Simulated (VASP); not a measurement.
Input of a VASP 6.6.1 run:

The input INCAR:

```
ALGO = Normal
EDIFF = 1E-6
ENCUT = 520
GGA = PS
ISIF = 2
ISMEAR = 0
LASPH = T
LCHARG = F
LREAL = F
LWAVE = F
NBANDS = 31
NELM = 80
PREC = Accurate
SIGMA = 0.05
```

The input KPOINTS:

```
k-points
0
Gamma
  6 6 6
```

The input POSCAR:

```
Al3GaN4
1.0
    4.3630472571     -0.1615208909     -0.1615208909
   -0.1615208909      4.3630472571     -0.1615208909
   -0.1615208909     -0.1615208909      4.3630472571
Al Ga N
3 1 4
Direct
    0.5000000000      0.5000000000      0.0000000000
    0.5000000000      0.0000000000      0.5000000000
    0.0000000000      0.5000000000      0.5000000000
    0.0000000000      0.0000000000      0.0000000000
    0.7447140287      0.7447140287      0.2552859713
    0.7447140287      0.2552859713      0.7447140287
    0.2552859713      0.7447140287      0.7447140287
    0.2552859713      0.2552859713      0.2552859713
```

Potentials or basis: VASP PAW PBE potentials, release 64 (Al, Ga_d, N).

Run with:

```sh
$ cat potpaw_PBE.64/Al/POTCAR potpaw_PBE.64/Ga_d/POTCAR potpaw_PBE.64/N/POTCAR > POTCAR
$ mpirun -np 1 vasp_std > vasp.out
```

Problem. What does it give for the pressure?

Solution. 11.3 GPa.

Problem. What does it give for the largest force?

Solution. 2.226 eV/Å.

Problem. Predict the band gap on the k mesh.

Solution. 2.88 eV, direct.

Forces in eV/Å, atoms in the order of the input:
```
Al  -1.203 -1.203 -1.348
Al  -1.203 -1.348 -1.203
Al  -1.348 -1.203 -1.203
Ga  -1.249 -1.249 -1.249
N    1.240  1.240  1.371
N    1.240  1.371  1.240
N    1.371  1.240  1.240
N    1.152  1.152  1.152
```

Caveat: the PAW data sets were made with another functional, which shifts forces and pressure a little. A k mesh can miss the band edges.
